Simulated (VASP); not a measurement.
Ni: single point with PBE

The system is Ni.

```
Ni
1.0
     3.53470    1.76735    1.76735
     1.76735    3.53470    1.76735
     1.76735    1.76735    3.53470
Ni
2
Direct
  0.00000 0.00000 0.00000
  0.50000 0.50000 0.50000
```

```yaml
Program: VASP 6.6.1
Task: single point
Functional: PBE
Potentials_or_basis: VASP PAW PBE potentials, release 64 (Ni)
Cutoff: 520 eV
k_mesh: 12 × 12 × 12
Occupations: fermi-dirac, width 0.1 eV
Spin: collinear spin, ferromagnetic start
Starting_moments: "[2.0, 2.0] μB"
```

* Pressure: -2.2 GPa
* Net moment: 1.25 μB per cell
* Site moments: Ni +0.64 μB
* Valence electrons inside the program's atomic spheres: Ni 9.28

Stress tensor (GPa, compression positive):
```
-2.24 -0.06 -0.06
-0.06 -2.24 -0.06
-0.06 -0.06 -2.24
```

Levels at points of the mesh, in eV from the Fermi level:
Spin up:
```
           k point  band 8  band 9  band 10  band 11  band 12  band 13  band 14  band 15
(0.00, 0.00, 0.00)   -1.24   -1.24    -0.59    -0.59    -0.25     5.58    22.11    23.61
(0.50, 0.00, 0.00)   -1.52   -0.54    -0.54     2.22     2.22     8.37     8.37    14.43
(0.50, 0.50, 0.00)   -0.55   -0.46    -0.46    -0.25     2.45     5.58     9.10    14.70
(0.50, 0.50, 0.50)   -2.15   -1.17    -1.17    -1.17    -1.17    14.29    14.29    23.69
```
Spin down:
```
           k point  band 5  band 6  band 7  band 8  band 9  band 10  band 11  band 12  band 13  band 14
(0.00, 0.00, 0.00)   -1.64   -1.63   -1.63   -0.64   -0.64    -0.31     0.16     0.16     5.99    21.96
(0.50, 0.00, 0.00)   -1.74   -1.74   -0.87   -0.87    0.22     0.22     2.58     2.58     8.57     8.57
(0.50, 0.50, 0.00)   -1.74   -0.31    0.08    0.16    0.16     0.39     0.39     2.41     5.99     9.35
(0.50, 0.50, 0.50)   -1.46   -1.46   -1.46   -1.46   -0.51    -0.51    -0.51    -0.51    14.42    14.42
```

It took 2.8 min on 1 thread of Intel(R) Xeon(R) Platinum 8488C (Sapphire Rapids), on a shared host, peak memory 0.28 GiB.
